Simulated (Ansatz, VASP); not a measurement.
# KF: VASP beside Ansatz

Contents of INCAR:

```
PREC = Accurate
ENCUT = 520
EDIFF = 1E-6
ISMEAR = -1
SIGMA = 0.03
LREAL = False
LASPH = True
NELM = 80
ALGO = Normal
ISIF = 2
LWAVE = False
LCHARG = False
GGA = PS
NBANDS = 15
```

File KPOINTS:

```
Automatic mesh
0
Gamma
  8 8 8
```

The input POSCAR:

```
KF
1.0
    0.0000000000      2.6718500000      2.6718500000
    2.6718500000      0.0000000000      2.6718500000
    2.6718500000      2.6718500000      0.0000000000
K F
1 1
Direct
   -0.0450000000     -0.0450000000      0.0450000000
    0.5450000000      0.5450000000      0.4550000000
```

Input for Ansatz:

```yaml
crystal:
  lattice:
    - [0.0, 2.67185, 2.67185]
    - [2.67185, 0.0, 2.67185]
    - [2.67185, 2.67185, 0.0]
  atoms:
    - { symbol: K, position: [-0.045, -0.045, 0.045] }
    - { symbol: F, position: [0.545, 0.545, 0.455] }
kpoints:
  mp_grid: { grid: [8, 8, 8] }
scf:
  occupations: { method: fermi_dirac, width: 0.03 }
hamiltonian:
  xc: pbesol
  pseudopotentials: { kind: all_electron, lapw: { basis_error: 0.001 } }
output:
  forces: true
  stress: true
  eigenvalues: true
  populations: true
```

Change from the starting cell: shortest bond scaled by 0.82, LAPW.

Alike in both runs: task single point; functional PBEsol; k mesh 8 × 8 × 8; occupations fermi-dirac, width 0.03 eV; no spin polarisation.

|  | VASP | Ansatz |
| --- | --- | --- |
| version | VASP 6.6.1 | Ansatz 0.2.0 |
| potentials or method | VASP PAW PBE potentials, release 64 (K_sv, F), cutoff 520 eV | all-electron LAPW, scalar-relativistic |

|  | VASP | Ansatz | Ansatz less VASP |
| --- | --- | --- | --- |
| gap on the k mesh at the Fermi level (eV) | 5.95 | 5.96 | +0.012 |
| pressure (GPa) | 3.8 | 3.6 | -0.22 |
| traceless stress, the component that is largest in VASP (GPa) | 9.50 | 9.07 | -0.429 |
| rms of the force components (eV/Å) | 0.960 | 0.914 | -0.0461 |

VASP's potentials were made for PBE, not for PBEsol. Atom by atom the forces differ by 0.046 eV/Å (rms over components). Ansatz ran all-electron here, and VASP with PAW potentials.
